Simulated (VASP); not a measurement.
# FeB2 (P6/mmm) in VASP: a series of runs

The runs below take FeB2 through vibrations by perturbation theory, with LDA.

Everything below comes from runs of VASP 6.6.1. Logs are shortened: lines on timing, memory, paths and dates and some standing lists are left out, and cuts for length are marked.

### Step 1. The cell of the first run

Symmetry: P6/mmm, No. 191, hexagonal system. The conventional cell has a = 3.029 Å, b = 3.029 Å, c = 2.553 Å, α = 90.00°, β = 90.00°, γ = 120.00°. Fe (site symmetry 6/mmm) has 12 B at 2.16 Å and 2 Fe at 2.55 Å within 2.9 Å. B (site symmetry -6m2) has 3 B at 1.75 Å and 6 Fe at 2.16 Å within 2.3 Å.

### Step 2. Vibrations by perturbation theory, LDA

Contents of INCAR:

```
PREC = Accurate
ENCUT = 520
EDIFF = 1E-8
ISMEAR = 0
SIGMA = 0.2
LREAL = False
LASPH = True
NELM = 60
ALGO = Normal
ISIF = 2
LWAVE = False
LCHARG = False
IBRION = 8
NSW = 1
```

Contents of KPOINTS:

```
regular mesh
0
Gamma
  18 18 16
```

Contents of POSCAR:

```
FeB2
1.0
    3.0285529700      0.0000000000      0.0000000000
   -1.5142764850      2.6228038087      0.0000000000
    0.0000000000      0.0000000000      2.5531647469
Fe B
1 2
Direct
    0.0000000000      0.0000000000      0.0000000000
    0.3333333333      0.6666666667      0.5000000000
    0.6666666667      0.3333333333      0.5000000000
```

Potentials or basis: VASP PAW LDA potentials, release 64 (Fe, B).

Command:

```bash
$ cat potpaw_LDA.64/Fe/POTCAR potpaw_LDA.64/B/POTCAR > POTCAR
$ mpirun -np 1 vasp_std > vasp.out
```

OUTCAR:

```text
PREC = Accurate
   ENCUT = 520
   EDIFF = 1E-8
   ISMEAR = 0
   LREAL = False
   LASPH = True
   NELM = 60
   ISIF = 2
   IBRION = 8
   NSW = 1

 ion  position               nearest neighbor table
   1  0.000  0.000  0.000-   2 2.16   3 2.16   2 2.16   3 2.16   2 2.16   2 2.16   3 2.16   3 2.16
                             3 2.16   3 2.16   2 2.16   2 2.16
   2  0.333  0.667  0.500-   3 1.75   3 1.75   3 1.75   1 2.16   1 2.16   1 2.16   1 2.16   1 2.16
                             1 2.16
   3  0.667  0.333  0.500-   2 1.75   2 1.75   2 1.75   1 2.16   1 2.16   1 2.16   1 2.16   1 2.16
                             1 2.16

  LATTYP: Found a hexagonal cell.
 ALAT       =     3.0285529700
 C/A-ratio  =     0.8430312338

  Lattice vectors:

 A1 = (   3.0285529700,   0.0000000000,   0.0000000000)
 A2 = (  -1.5142764850,   2.6228038087,   0.0000000000)
 A3 = (   0.0000000000,   0.0000000000,   2.5531647469)

Analysis of symmetry for initial positions (statically):
=====================================================================
 Subroutine PRICEL returns:
 Original cell was already a primitive cell.

 Routine SETGRP: Setting up the symmetry group for a
 hexagonal supercell.

 Subroutine GETGRP returns: Found 24 space group operations
 (whereof 24 operations were pure point group operations)
 out of a pool of 24 trial point group operations.

The static configuration has the point symmetry D_6h.

Analysis of symmetry for dynamics (positions and initial velocities):
=====================================================================
 Subroutine PRICEL returns:
 Original cell was already a primitive cell.

 Routine SETGRP: Setting up the symmetry group for a
 hexagonal supercell.

 Subroutine GETGRP returns: Found 24 space group operations
 (whereof 24 operations were pure point group operations)
 out of a pool of 24 trial point group operations.

The dynamic configuration has the point symmetry D_6h.

 Subroutine INISYM returns: Found 24 space group operations
 (whereof 24 operations are pure point group operations),
 and found     1 'primitive' translations

----------------------------------------------------------------------------------------

                                     Primitive cell

  volume of cell :      20.2806

  direct lattice vectors                    reciprocal lattice vectors
     3.028552970  0.000000000  0.000000000     0.330190692  0.190635685  0.000000000
    -1.514276485  2.622803809  0.000000000     0.000000000  0.381271369  0.000000000
     0.000000000  0.000000000  2.553164747     0.000000000  0.000000000  0.391670769

  length of vectors
     3.028552970  3.028552970  2.553164747     0.381271369  0.381271369  0.391670769

  position of ions in fractional coordinates (direct lattice)
     0.000000000  0.000000000  0.000000000
     0.333333333  0.666666667  0.500000000
     0.666666667  0.333333333  0.500000000

  ion indices of the primitive-cell ions
   primitive index   ion index
                 1           1
                 2           2
                 3           3

----------------------------------------------------------------------------------------

 KPOINTS: regular mesh

Automatic generation of k-mesh.
 Grid dimensions read from file:
 generate k-points for:   18   18   16

 Generating k-lattice:

  Cartesian coordinates                     Fractional coordinates (reciprocal lattice)
     0.018343927  0.010590871  0.000000000     0.055555556 -0.000000000  0.000000000
     0.000000000  0.021181743  0.000000000     0.000000000  0.055555556  0.000000000
     0.000000000  0.000000000  0.024479423     0.000000000  0.000000000  0.062500000

  Length of vectors
     0.021181743  0.021181743  0.024479423

  Shift w.r.t. Gamma in fractional coordinates (k-lattice)
     0.000000000  0.000000000  0.000000000

 Subroutine IBZKPT returns following result:
 ===========================================

 Found    333 irreducible k-points:

 Following reciprocal coordinates:
            Coordinates               Weight
  0.000000  0.000000  0.000000      1.000000
  0.055556  0.000000  0.000000      6.000000
  0.111111  0.000000  0.000000      6.000000
  0.166667  0.000000  0.000000      6.000000
  0.222222  0.000000  0.000000      6.000000
  0.277778  0.000000  0.000000      6.000000
[... 16 lines left out ...]
  0.333333  0.111111  0.000000     12.000000
  0.388889  0.111111  0.000000     12.000000
[... 30 lines left out ...]
   NELECT =      14.0000    total number of electrons
   NUPDOWN=      -1.0000    fix difference up-down
   EMIN   =  10.00;   EMAX   =-10.00  energy-range for DOS
   EFERMI =   0.00;   METHOD = LEGACY
   ISMEAR =     0;   SIGMA  =   0.20  broadening in eV -4-tet -1-fermi 0-gaus
   EFERMI_NEDOS =   21; number of points for ismear=-14 and -15
   IALGO  =     38    algorithm
   IMIX   =      4    mixing-type and parameters
     AMIX     =   0.40;   BMIX     =  1.00
     AMIX_MAG =   1.60;   BMIX_MAG =  1.00
  volume/ion in A,a.u.               =       6.76        45.62
  Fermi-wavevector in a.u.,A,eV,Ry     =   1.446852  2.734155 28.482190  2.093382
  Thomas-Fermi vector in A             =   2.564874
   LORBIT       =      0    0 simple, 1 ext, 2 COOP (PROOUT), +10 PAW based schemes
   GGA     = CA    functional components
   LHFCALC =     F    Hartree Fock is set to
   AEXX    =    0.0000 exact exchange contribution
   IVDW    =     0    specifies the selected vdW correction
   LEPSILON=     F    determine dielectric tensor
   LRPA    =     F    only Hartree local field effects (RPA)
 non-spin polarized calculation
 Gauss-broadening in eV      SIGMA  =   0.20
  energy-cutoff  :      520.00
  volume of cell :       20.28
 maximum number of plane-waves:       561
 NGX is ok and might be reduce to    24
   NGX = 11   NGY = 11   NGZ =  9

--------------------------------------- Ionic step        1  -------------------------------------------

 number of electron      13.9999998 magnetization

 Free energy of the ion-electron system (eV)
  ---------------------------------------------------
  ext. energy  EPLUGINS =         0.00000000
  ---------------------------------------------------
  free energy    TOTEN  =       -24.69476884 eV

  energy without entropy =      -24.65280005  energy(sigma->0) =      -24.67378445

 E-fermi :   9.7341     XC(G=0): -13.8491

 val. band max:        9.7329482385   @ k =   0.3889   0.1111   0.1875
 cond. band min:       9.7424254996   @ k =   0.3333   0.2222   0.1875
 fundamental gap:      0.0094772610
 Fermi energy:         9.7341142199

 k-point     1 :       0.0000    0.0000    0.0000
  band No.  band energies     occupation
      1      -6.1569      2.00000
      2       4.1898      2.00000
      3       4.1898      2.00000
      4       5.7275      2.00000
      5       8.6900      2.00000
      6       8.6900      2.00000
      7      10.0007      0.05946
      8      12.4054      0.00000
      9      12.4054      0.00000
     10      13.1855      0.00000
     11      13.1855      0.00000
[... 309 lines left out ...]
 k-point    24 :       0.3889    0.1111    0.0000
  band No.  band energies     occupation
      1      -2.6024      2.00000
      2      -0.9471      2.00000
      3       3.0765      2.00000
      4       6.2256      2.00000
      5       6.8496      2.00000
      6       8.3286      2.00000
      7       8.6077      2.00000
      8       8.8513      2.00000
      9      15.3364      0.00000
     10      16.5356      0.00000
     11      16.6404      0.00000

 [... further k-points ...]
[... 5 lines left out ...]
  --------------------------------------------------------------------------------------
  -------------------------------------------------------------------------------------
  Total        0.4622524      0.4622524      0.4565449      0.0000000     -0.0000000      0.0000000
  in kB       36.5182485     36.5182485     36.0673487      0.0000000     -0.0000000      0.0000000
  external PRESSURE =      36.3679485 kB  Pullay stress =       0.0000000 kB

 VOLUME and BASIS-vectors are now :
 -----------------------------------------------------------------------------
  energy-cutoff  :      520.00
  volume of cell :       20.28
      direct lattice vectors                 reciprocal lattice vectors
     3.028552970  0.000000000  0.000000000     0.330190692  0.190635685  0.000000000
    -1.514276485  2.622803809  0.000000000     0.000000000  0.381271369  0.000000000
     0.000000000  0.000000000  2.553164747     0.000000000  0.000000000  0.391670769

 POSITION                                       TOTAL-FORCE (eV/Angst)
 -----------------------------------------------------------------------------------
      0.00000      0.00000      0.00000        -0.000000      0.000000      0.000000
     -0.00000      1.74854      1.27658        -0.000000      0.000000     -0.000000
      1.51428      0.87427      1.27658         0.000000      0.000000      0.000000
 -----------------------------------------------------------------------------------
    total drift:                               -0.000000      0.000000     -0.000000

  FREE ENERGIE OF THE ION-ELECTRON SYSTEM (eV)
  ---------------------------------------------------
  free  energy   TOTEN  =       -24.6947688399 eV

  energy  without entropy=      -24.6528000515  energy(sigma->0) =      -24.67378445

[... ionic steps 2 to 3 ...]

--------------------------------------- Ionic step        4  -------------------------------------------

------------------------ aborting loop because EDIFF is reached ----------------------------------------
[... 11 lines left out ...]
[... ionic steps 8 to 8 ...]

--------------------------------------- Ionic step        9  -------------------------------------------

 Free energy of the ion-electron system (eV)
  ---------------------------------------------------
  ---------------------------------------------------
  free energy    TOTEN  =        -0.03847866 eV

  energy without entropy =       -0.03847866

------------------------ aborting loop because EDIFF is reached ----------------------------------------

 INTERNAL STRAIN TENSOR  FOR ION    2  DIRECTION 3   (eV/Angst):
 -----------------------------------------------------------------------------
     0.01262  0.00000  0.00000
     0.00000  0.01262  0.00000
     0.00000 -0.00000 -0.04293

 INTERNAL STRAIN TENSOR FOR ION    3 for displacements in x,y,z  (eV/Angst):
          X           Y           Z          XY          YZ          ZX
  --------------------------------------------------------------------------------
  x     0.00000     0.00000     0.00000     0.62437     0.00000     0.00000
  y     0.62437    -0.62437     0.00000     0.00000     0.00000     0.00000
  z     0.00000     0.00000     0.00000     0.00000     0.00000     0.00000

 SECOND DERIVATIVES (NOT SYMMETRIZED)
 ------------------------------------
               1X          1Y          1Z          2X          2Y          2Z          3X          3Y          3Z
  1X    -9.351921    0.000000    0.000000    4.675960    0.000000    0.000000    4.675960    0.000000    0.000000
  1Y     0.000000   -9.351921    0.000000    0.000000    4.675960    0.000000    0.000000    4.675960    0.000000
  1Z     0.000000   -0.000000   -5.055676   -0.000000    0.000000    2.527838   -0.000000    0.000000    2.527838
  2X     4.633302    0.000000    0.000000  -14.735664    0.000000    0.000000   10.102362    0.000000    0.000000
  2Y    -0.000000    4.633302    0.000000    0.000000  -14.735664    0.000000   -0.000000   10.102362    0.000000
  2Z    -0.000000   -0.000000    2.535979   -0.000000    0.000000   -7.001462   -0.000000    0.000000    4.465483
  3X     4.633302    0.000000    0.000000   10.102362    0.000000    0.000000  -14.735664    0.000000    0.000000
  3Y    -0.000000    4.633302    0.000000   -0.000000   10.102362    0.000000    0.000000  -14.735664    0.000000
  3Z    -0.000000   -0.000000    2.535979   -0.000000    0.000000    4.465483   -0.000000    0.000000   -7.001462

 Eigenvectors and eigenvalues of the dynamical matrix
 ----------------------------------------------------

   1 f  =   23.696070 THz   148.886802 2PiTHz  790.415830 cm-1    97.999029 meV
             X         Y         Z           dx          dy          dz
      0.000000  0.000000  0.000000    -0.000000    0.000000    0.000000
     -0.000000  1.748536  1.276582    -0.707107    0.000000   -0.000000
      1.514276  0.874268  1.276582     0.707107   -0.000000   -0.000000
[... 43 lines left out ...]
   9 f/i=    0.024859 THz     0.156191 2PiTHz    0.829190 cm-1     0.102806 meV
             X         Y         Z           dx          dy          dz
      0.000000  0.000000  0.000000    -0.360499    0.767519    0.000000
     -0.000000  1.748536  1.276582    -0.159342    0.339246    0.000000
      1.514276  0.874268  1.276582    -0.159342    0.339246    0.000000

--------------------------------------------------------------------------------------------------------

 ELASTIC MODULI CONTR FROM IONIC RELAXATION (kBar)
 Direction    XX          YY          ZZ          XY          YZ          ZX
 --------------------------------------------------------------------------------
 XX          -2.4798      2.4798      0.0000      0.0000     -0.0000      0.0000
 YY           2.4798     -2.4798      0.0000     -0.0000      0.0000      0.0000
 ZZ           0.0000      0.0000      0.0000      0.0000      0.0000      0.0000
 XY           0.0000     -0.0000      0.0000     -2.4798      0.0000      0.0000
 YZ          -0.0000      0.0000      0.0000      0.0000     -0.0000      0.0000
 ZX           0.0000      0.0000      0.0000      0.0000      0.0000      0.0000
 --------------------------------------------------------------------------------
```

It took 23 min on 1 thread of Oxide Virtual Turin-like, shared host; peak memory 0.89 GiB.

What came out:

| Item | Value |
| --- | --- |
| Highest phonon frequency at Γ, LO-TO splitting left out | 790 cm⁻¹ |

Phonon frequencies in cm⁻¹ (negative: imaginary):
| q point | frequencies |
| --- | --- |
| (0.000, 0.000, 0.000) | -1 -1 0 297 403 403 537 790 790 |

Caveat: the cell wasn't relaxed at this level first, which shifts response properties. Spin polarisation is off, so any magnetic state and its effect on volume and gap are missing.

(Continued in part 2 of 2.)
